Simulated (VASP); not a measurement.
# Mn2Cl (P6_3/mmc) in VASP: single point with PBE

Aim: the single point of Mn2Cl with PBE.

Everything below comes from runs of VASP 6.6.1. Logs are shortened: lines on timing, memory, paths and dates and some standing lists are left out, and cuts for length are marked.

### Step 1. The cell of the first run

The structure is hexagonal, space group P6_3/mmc (No. 194). The conventional cell has a = 3.097 Å, b = 3.097 Å, c = 12.078 Å, α = 90.00°, β = 90.00°, γ = 120.00°. Within 3.5 Å of Mn (site symmetry 3m) lie 3 Cl at 2.67 Å and 9 Mn at 2.73 to 3.10 Å. Within 3.5 Å of Cl (site symmetry -6m2) lie 6 Mn at 2.67 Å and 6 Cl at 3.10 Å.

### Step 2. Single point, PBE, collinear spin, ferromagnetic start

Input file INCAR:

```
  PREC = Accurate
  ENCUT = 520
  EDIFF = 1E-7
  ISMEAR = 0
  SIGMA = 0.1
  LREAL = False
  LASPH = True
  NELM = 150
  ALGO = Normal
  ISIF = 2
  LWAVE = False
  LCHARG = False
  ISPIN = 2
  MAGMOM = 3.71 3.71 3.71 3.71 0.15 0.15
  LORBIT = 11
  LMAXMIX = 4
  GGA = PE
  NBANDS = 46
```

Input file KPOINTS:

```
regular mesh
0
Gamma
  6 6 2
```

Input file POSCAR:

```
Mn2Cl
1.0
    3.0970390117      0.0000000000      0.0000000000
   -1.5485195058      2.6821144606      0.0000000000
    0.0000000000      0.0000000000     12.0779739071
Mn Cl
4 2
Direct
    0.3333333333      0.6666666667      0.5853664515
    0.6666666667      0.3333333333      0.0853664515
    0.3333333333      0.6666666667      0.9146335485
    0.6666666667      0.3333333333      0.4146335485
    0.3333333333      0.6666666667      0.2500000000
    0.6666666667      0.3333333333      0.7500000000
```

Potentials or basis: VASP PAW PBE potentials, release 64 (Mn_pv, Cl).

On the command line:

```console
$ cat potpaw_PBE.64/Mn_pv/POTCAR potpaw_PBE.64/Cl/POTCAR > POTCAR
$ mpirun -np 1 vasp_std > vasp.out
```

OUTCAR:

```text
PREC = Accurate
   ENCUT = 520
   EDIFF = 1E-7
   ISMEAR = 0
   LREAL = False
   LASPH = True
   NELM = 150
   ISIF = 2
   ISPIN = 2
   LORBIT = 11
   GGA = PE

 ion  position               nearest neighbor table
   1  0.333  0.667  0.585-   6 2.67   6 2.67   6 2.67   4 2.73   4 2.73   4 2.73
   2  0.667  0.333  0.085-   5 2.67   5 2.67   5 2.67   3 2.73   3 2.73   3 2.73
   3  0.333  0.667  0.915-   6 2.67   6 2.67   6 2.67   2 2.73   2 2.73   2 2.73
   4  0.667  0.333  0.415-   5 2.67   5 2.67   5 2.67   1 2.73   1 2.73   1 2.73
   5  0.333  0.667  0.250-   2 2.67   4 2.67   2 2.67   4 2.67   2 2.67   4 2.67
   6  0.667  0.333  0.750-   1 2.67   3 2.67   1 2.67   3 2.67   1 2.67   3 2.67

  LATTYP: Found a hexagonal cell.
 ALAT       =     3.0970390117
 C/A-ratio  =     3.8998455820

  Lattice vectors:

 A1 = (   3.0970390117,   0.0000000000,   0.0000000000)
 A2 = (  -1.5485195058,   2.6821144606,   0.0000000000)
 A3 = (   0.0000000000,   0.0000000000,  12.0779739071)

Analysis of symmetry for initial positions (statically):
=====================================================================
 Subroutine PRICEL returns:
 Original cell was already a primitive cell.

 Routine SETGRP: Setting up the symmetry group for a
 hexagonal supercell.

 Subroutine GETGRP returns: Found 24 space group operations
 (whereof 12 operations were pure point group operations)
 out of a pool of 24 trial point group operations.

The static configuration has the point symmetry D_3d.
 The point group associated with its full space group is D_6h.

Analysis of symmetry for dynamics (positions and initial velocities):
=====================================================================
 Subroutine PRICEL returns:
 Original cell was already a primitive cell.

 Routine SETGRP: Setting up the symmetry group for a
 hexagonal supercell.

 Subroutine GETGRP returns: Found 24 space group operations
 (whereof 12 operations were pure point group operations)
 out of a pool of 24 trial point group operations.

The dynamic configuration has the point symmetry D_3d.
 The point group associated with its full space group is D_6h.

Analysis of structural, dynamic, and magnetic symmetry:
=====================================================================
 Subroutine PRICEL returns:
 Original cell was already a primitive cell.

 Routine SETGRP: Setting up the symmetry group for a
 hexagonal supercell.

 Subroutine GETGRP returns: Found 24 space group operations
 (whereof 12 operations were pure point group operations)
 out of a pool of 24 trial point group operations.

The overall configuration has the point symmetry D_3d.
 The point group associated with its full space group is D_6h.

 Subroutine INISYM returns: Found 24 space group operations
 (whereof 12 operations are pure point group operations),
 and found     1 'primitive' translations

----------------------------------------------------------------------------------------

                                     Primitive cell

  volume of cell :     100.3271

  direct lattice vectors                    reciprocal lattice vectors
     3.097039012  0.000000000  0.000000000     0.322889055  0.186420083  0.000000000
    -1.548519506  2.682114461  0.000000000     0.000000000  0.372840166  0.000000000
     0.000000000  0.000000000 12.077973907     0.000000000  0.000000000  0.082795344

  length of vectors
     3.097039012  3.097039012 12.077973907     0.372840166  0.372840166  0.082795344

  position of ions in fractional coordinates (direct lattice)
     0.333333333  0.666666667  0.585366452
     0.666666667  0.333333333  0.085366452
     0.333333333  0.666666667  0.914633548
     0.666666667  0.333333333  0.414633548
     0.333333333  0.666666667  0.250000000
     0.666666667  0.333333333  0.750000000

  ion indices of the primitive-cell ions
   primitive index   ion index
                 1           1
                 2           2
                 3           3
                 4           4
                 5           5
                 6           6

----------------------------------------------------------------------------------------

 KPOINTS: regular mesh

Automatic generation of k-mesh.
 Grid dimensions read from file:
 generate k-points for:    6    6    2

 Generating k-lattice:

  Cartesian coordinates                     Fractional coordinates (reciprocal lattice)
     0.053814843  0.031070014  0.000000000     0.166666667  0.000000000  0.000000000
     0.000000000  0.062140028  0.000000000     0.000000000  0.166666667  0.000000000
     0.000000000  0.000000000  0.041397672     0.000000000  0.000000000  0.500000000

  Length of vectors
     0.062140028  0.062140028  0.041397672

  Shift w.r.t. Gamma in fractional coordinates (k-lattice)
     0.000000000  0.000000000  0.000000000

 Subroutine IBZKPT returns following result:
 ===========================================

 Found     14 irreducible k-points:

 Following reciprocal coordinates:
            Coordinates               Weight
  0.000000  0.000000  0.000000      1.000000
  0.166667  0.000000  0.000000      6.000000
  0.333333  0.000000  0.000000      6.000000
  0.500000 -0.000000  0.000000      3.000000
  0.166667  0.166667  0.000000      6.000000
  0.333333  0.166667  0.000000     12.000000
  0.333333  0.333333  0.000000      2.000000
  0.000000  0.000000  0.500000      1.000000
  0.166667  0.000000  0.500000      6.000000
  0.333333  0.000000  0.500000      6.000000
  0.500000 -0.000000  0.500000      3.000000
  0.166667  0.166667  0.500000      6.000000
  0.333333  0.166667  0.500000     12.000000
  0.333333  0.333333  0.500000      2.000000
   k-points           NKPTS =     14   k-points in BZ     NKDIM =     14   number of bands    NBANDS=     46
   number of dos      NEDOS =    301   number of ions     NIONS =      6
   total plane-waves  NPLWV =  51840
   dimension x,y,z NGX =    24 NGY =   24 NGZ =   90
   dimension x,y,z NGXF=    48 NGYF=   48 NGZF=  180
   ions per type =               4   2
   NGX,Y,Z   is equivalent  to a cutoff of  12.88, 12.88, 12.39 a.u.
   NGXF,Y,Z  is equivalent  to a cutoff of  25.77, 25.77, 24.78 a.u.
 SYSTEM =  unknown system
   PREC   = accura    normal or accurate (medium, high low for compatibility)
   ISTART =      0    job   : 0-new  1-cont  2-samecut
   ICHARG =      2    charge: 1-file 2-atom 10-const
   ISPIN  =      2    spin polarized calculation?
   LNONCOLLINEAR =      F non collinear calculations
   LSORBIT =      F    spin-orbit coupling
   LASPH  =      T    aspherical Exc in radial PAW
   ENCUT  =  520.0 eV  38.22 Ry    6.18 a.u.   5.76  5.76 22.46*2*pi/ulx,y,z
   NELM   =    150;   NELMIN=  2; NELMDL= -5     # of ELM steps
   EDIFF  = 0.1E-06   stopping-criterion for ELM
   LREAL  =      F    real-space projection
   EDIFFG = 0.1E-05   stopping-criterion for IOM
   NSW    =      0    number of steps for IOM
   IBRION =     -1    ionic relax: 0-MD 1-quasi-New 2-CG
   NFREE  =      0    steps in history (QN), initial steepest desc. (CG)
   ISIF   =      2    stress and relaxation
   ISYM   =      2    0-nonsym 1-usesym 2-fastsym
   POTIM  = 0.5000    time-step for ionic-motion
   TEBEG  =    0.0;   TEEND  =   0.0 temperature during run
   PSTRESS=    0.0 pullay stress
   NELECT =      66.0000    total number of electrons
   NUPDOWN=      -1.0000    fix difference up-down
   EMIN   =  10.00;   EMAX   =-10.00  energy-range for DOS
   EFERMI =   0.00;   METHOD = LEGACY
   ISMEAR =     0;   SIGMA  =   0.10  broadening in eV -4-tet -1-fermi 0-gaus
   EFERMI_NEDOS =   21; number of points for ismear=-14 and -15
   IALGO  =     38    algorithm
   IMIX   =      4    mixing-type and parameters
     AMIX     =   0.40;   BMIX     =  1.00
     AMIX_MAG =   1.60;   BMIX_MAG =  1.00
  volume/ion in A,a.u.               =      16.72       112.84
  Fermi-wavevector in a.u.,A,eV,Ry     =   1.423804  2.690599 27.581962  2.027217
  Thomas-Fermi vector in A             =   2.544362
   LORBIT       =     11    0 simple, 1 ext, 2 COOP (PROOUT), +10 PAW based schemes
   GGA     = PE    functional components
   LHFCALC =     F    Hartree Fock is set to
   AEXX    =    0.0000 exact exchange contribution
   IVDW    =     0    specifies the selected vdW correction
   LEPSILON=     F    determine dielectric tensor
   LRPA    =     F    only Hartree local field effects (RPA)
 spin polarized calculation
 Gauss-broadening in eV      SIGMA  =   0.10
  energy-cutoff  :      520.00
  volume of cell :      100.33
 maximum number of plane-waves:      2744
 NGX is ok and might be reduce to    24
   NGX = 11   NGY = 11   NGZ = 45

 number of electron      65.9999998 magnetization      15.7769684

 Free energy of the ion-electron system (eV)
  ---------------------------------------------------
  ext. energy  EPLUGINS =         0.00000000
  ---------------------------------------------------
  free energy    TOTEN  =       -38.84945416 eV

  energy without entropy =      -38.83526362  energy(sigma->0) =      -38.84235889

 E-fermi :   6.5373     XC(G=0): -11.0947

 val. band max:        6.5211291878   @ k =   0.3333   0.0000   0.0000
 cond. band min:       6.7738993257   @ k =   0.1667   0.1667   0.0000
 fundamental gap:      0.2527701378
 Fermi energy:         6.5373315291

 spin component 1

 k-point     1 :       0.0000    0.0000    0.0000
  band No.  band energies     occupation
      1     -42.8786      1.00000
      2     -42.8775      1.00000
      3     -42.8303      1.00000
      4     -42.8303      1.00000
      5     -42.8302      1.00000
      6     -42.8302      1.00000
[... 37 lines left out ...]
     44      11.0716      0.00000
     45      11.3085      0.00000

 k-point     2 :       0.1667    0.0000    0.0000
  band No.  band energies     occupation
      1     -42.8762      1.00000
      2     -42.8753      1.00000
      3     -42.8473      1.00000
      4     -42.8472      1.00000
      5     -42.8354      1.00000
      6     -42.8354      1.00000
[... 568 lines left out ...]
 k-point    14 :       0.3333    0.3333    0.5000
  band No.  band energies     occupation
      1     -42.8781      1.00000
      2     -42.8781      1.00000
      3     -42.8780      1.00000
      4     -42.8780      1.00000
      5     -42.8768      1.00000
      6     -42.8768      1.00000
[... 37 lines left out ...]
     44       9.5120      0.00000
     45      10.7202      0.00000
 Fermi energy:         6.5373315291

 spin component 2

 k-point     1 :       0.0000    0.0000    0.0000
  band No.  band energies     occupation
      1     -38.8698      1.00000
      2     -38.8683      1.00000
      3     -38.7937      1.00000
      4     -38.7937      1.00000
      5     -38.7936      1.00000
      6     -38.7936      1.00000
[... 37 lines left out ...]
     44      12.0725      0.00000
     45      12.6378      0.00000

 k-point     2 :       0.1667    0.0000    0.0000
  band No.  band energies     occupation
      1     -38.8657      1.00000
      2     -38.8644      1.00000
      3     -38.8159      1.00000
      4     -38.8156      1.00000
      5     -38.7999      1.00000
      6     -38.7998      1.00000
[... 568 lines left out ...]
 k-point    14 :       0.3333    0.3333    0.5000
  band No.  band energies     occupation
      1     -38.8579      1.00000
      2     -38.8579      1.00000
      3     -38.8576      1.00000
      4     -38.8576      1.00000
      5     -38.8503      1.00000
      6     -38.8503      1.00000
[... 37 lines left out ...]
     44      11.5233      0.00000
     45      12.5013      0.00000
 [bands above 45 left out]

------------------------ aborting loop because EDIFF is reached ----------------------------------------

  FORCE on cell =-STRESS in cart. coord.  units (eV):
  Direction    XX          YY          ZZ          XY          YZ          ZX
  --------------------------------------------------------------------------------------
  -------------------------------------------------------------------------------------
  Total       -0.0004730     -0.0004730     -0.0931122     -0.0000000      0.0000000      0.0000000
  in kB       -0.0075543     -0.0075543     -1.4869596     -0.0000000      0.0000000      0.0000000
  external PRESSURE =      -0.5006894 kB  Pullay stress =       0.0000000 kB

 VOLUME and BASIS-vectors are now :
 -----------------------------------------------------------------------------
  energy-cutoff  :      520.00
  volume of cell :      100.33
      direct lattice vectors                 reciprocal lattice vectors
     3.097039012  0.000000000  0.000000000     0.322889055  0.186420083  0.000000000
    -1.548519506  2.682114461  0.000000000     0.000000000  0.372840166  0.000000000
     0.000000000  0.000000000 12.077973907     0.000000000  0.000000000  0.082795344

 POSITION                                       TOTAL-FORCE (eV/Angst)
 -----------------------------------------------------------------------------------
     -0.00000      1.78808      7.07004         0.000000     -0.000000     -0.005958
      1.54852      0.89404      1.03105        -0.000000     -0.000000     -0.005958
     -0.00000      1.78808     11.04692         0.000000      0.000000      0.005958
      1.54852      0.89404      5.00793         0.000000      0.000000      0.005958
     -0.00000      1.78808      3.01949        -0.000000      0.000000     -0.000000
      1.54852      0.89404      9.05848         0.000000     -0.000000     -0.000000
 -----------------------------------------------------------------------------------
    total drift:                               -0.000000      0.000000     -0.000000

  FREE ENERGIE OF THE ION-ELECTRON SYSTEM (eV)
  ---------------------------------------------------
  free  energy   TOTEN  =       -38.8494541564 eV

  energy  without entropy=      -38.8352636200  energy(sigma->0) =      -38.84235889

 total charge

# of ion       s       p       d       tot
------------------------------------------
    1        0.263   6.150   5.011  11.423
    2        0.263   6.150   5.011  11.423
    3        0.263   6.150   5.011  11.423
    4        0.263   6.150   5.011  11.423
    5        1.611   3.517   0.000   5.128
    6        1.611   3.517   0.000   5.128
--------------------------------------------------
tot          4.272  31.635  20.042  55.949

 magnetization (x)

# of ion       s       p       d       tot
------------------------------------------
    1        0.000   0.001   3.767   3.768
    2        0.000   0.001   3.767   3.768
    3        0.000   0.001   3.767   3.768
    4        0.000   0.001   3.767   3.768
    5        0.014   0.050   0.000   0.064
    6        0.014   0.050   0.000   0.064
--------------------------------------------------
tot          0.030   0.103  15.068  15.202
```

Wall time 2.1 min (1 thread of Intel Xeon Platinum 8488C (Sapphire Rapids), shared host); peak memory 0.3 GiB.

Results:

- Free energy: -38.8495 eV
- Pressure: -0.1 GPa
- Largest force: 0.006 eV/Å
- Net moment: 15.78 μB per cell
- Site moments: Mn +3.77; Cl +0.06 μB
- Valence electrons inside the program's atomic spheres: Mn 11.42; Cl 5.13

Forces on the atoms (eV/Å):
```
Mn   0.000  0.000 -0.006
Mn   0.000  0.000 -0.006
Mn   0.000  0.000  0.006
Mn   0.000  0.000  0.006
Cl   0.000  0.000  0.000
Cl   0.000  0.000  0.000
```

Caveat: the k points lie up to 0.39 Å⁻¹ apart; only a ferromagnetic start was run, and an antiferromagnetic order may lie lower in energy. With open d or f shells a metallic result of PBE can be an artefact of self-interaction; +U or a hybrid may open a gap.
